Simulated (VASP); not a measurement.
Si16O (a cell with a defect): single point with LDA

Si16O (a cell with a defect):

```
Si O
1.0
     0.00000    5.43000    5.43000
     5.43000    0.00000    5.43000
     5.43000    5.43000    0.00000
Si O
16 1
Direct
  0.99089 0.99831 0.01316
  0.09248 0.15800 0.12559
  0.96483 0.96547 0.54114
  0.13052 0.09384 0.64732
  0.95907 0.54671 0.02014
  0.11942 0.62371 0.16264
  0.02047 0.46305 0.52437
  0.17047 0.61881 0.58618
  0.46201 0.95950 0.04145
  0.60079 0.11645 0.14378
  0.50351 0.00773 0.52835
  0.59754 0.13001 0.66478
  0.48974 0.48383 0.02217
  0.58864 0.56645 0.19595
  0.50681 0.48459 0.56361
  0.65395 0.62286 0.65771
  0.88891 0.78442 0.81851
```

| Quantity | Value |
| --- | --- |
| Program | VASP 6.6.1 |
| Task | single point |
| Functional | LDA |
| Potentials or basis | VASP PAW LDA potentials, release 64 (Si, O) |
| Cutoff | 520 eV |
| k mesh | 2 × 2 × 2 |
| Occupations | fermi-dirac, width 0.02 eV |
| Spin | collinear spin, zero start |
| Starting moments | [0.0, 0.0, 0.0, 0.0, 0.0, 0.0, 0.0, 0.0, 0.0, 0.0, 0.0, 0.0, 0.0, 0.0, 0.0, 0.0, 0.0] μB |

```
Pressure                                              : -0.8 GPa
Largest force                                         : 2.309 eV/Å
Band gap on the k mesh                                : 0.23 eV
Net moment                                            : 0.00 μB per cell
Valence electrons inside the program's atomic spheres : Si 1.70, 1.66, 1.61, 1.60, 1.72, 1.73, 1.68, 1.65, 1.75, 1.74, 1.69 (each value once); O 5.02
```

Forces in eV/Å, atoms in the order of the input:
```
Si   0.941 -0.214 -0.432
Si  -0.031  0.114 -0.422
Si   1.016  0.309  2.050
Si  -0.848 -0.489 -0.450
Si   0.338  0.026 -0.241
Si  -0.578 -1.150  0.151
Si   0.313  0.534  0.022
Si   0.036 -0.748 -0.841
Si   0.675  0.478  0.838
Si  -0.887  0.716 -0.628
Si  -1.424 -1.311 -0.821
Si   0.342  1.037 -0.376
Si  -0.104 -0.058 -0.539
Si   1.132  0.174  1.407
Si  -0.052  0.397  1.047
Si   0.292 -0.839 -0.013
O   -1.163  1.024 -0.752
```

Stress tensor (GPa, compression positive):
```
-0.15 -0.36 -0.12
-0.36 -0.96  0.72
-0.12  0.72 -1.43
```

Levels at points of the mesh, in eV from the valence-band top:
Spin up:
```tsv
k point	band 31	band 32	band 33	band 34	band 35	band 36	band 37	band 38	band 39	band 40
(0.00, 0.00, 0.00)	-1.06	-0.79	-0.46	-0.12	0.00	0.23	0.34	0.45	0.73	0.76
(0.50, 0.00, 0.00)	-1.77	-1.02	-0.93	-0.80	-0.46	0.67	1.05	1.18	1.29	1.51
(0.00, 0.50, 0.00)	-1.70	-1.34	-1.08	-0.47	-0.19	0.69	0.95	1.18	1.31	1.42
(0.00, 0.00, 0.50)	-1.63	-1.40	-0.93	-0.73	-0.41	0.60	0.81	1.10	1.19	1.32
(0.50, 0.50, 0.50)	-1.56	-1.00	-0.97	-0.68	-0.40	0.40	0.93	0.99	1.14	1.37
(0.50, 0.50, 0.00)	-1.90	-1.47	-1.40	-1.12	-0.70	0.83	0.87	1.24	1.84	2.17
(0.00, 0.50, 0.50)	-1.58	-1.53	-1.42	-1.15	-1.01	0.76	0.89	0.99	1.79	2.13
(0.50, 0.00, 0.50)	-1.74	-1.49	-1.30	-1.08	-0.54	0.64	0.89	1.17	1.90	2.13
```
Spin down:
```csv
k point,band 33,band 34,band 35,band 36,band 37,band 38
"(0.00, 0.00, 0.00)",-0.46,-0.12,0.00,0.23,0.34,0.45
"(0.50, 0.00, 0.00)",-0.93,-0.80,-0.46,0.67,1.05,1.18
"(0.00, 0.50, 0.00)",-1.08,-0.47,-0.19,0.69,0.95,1.18
"(0.00, 0.00, 0.50)",-0.93,-0.73,-0.41,0.60,0.81,1.10
"(0.50, 0.50, 0.50)",-0.97,-0.68,-0.40,0.40,0.93,0.99
"(0.50, 0.50, 0.00)",-1.40,-1.12,-0.70,0.83,0.87,1.24
"(0.00, 0.50, 0.50)",-1.42,-1.15,-1.01,0.76,0.89,0.99
"(0.50, 0.00, 0.50)",-1.30,-1.08,-0.54,0.64,0.89,1.17
```

It took 3.9 min on 1 thread of Intel(R) Xeon(R) 6975P-C (Granite Rapids), on a shared host, peak memory 0.48 GiB.

Caveat: the k points lie up to 0.50 Å⁻¹ apart.
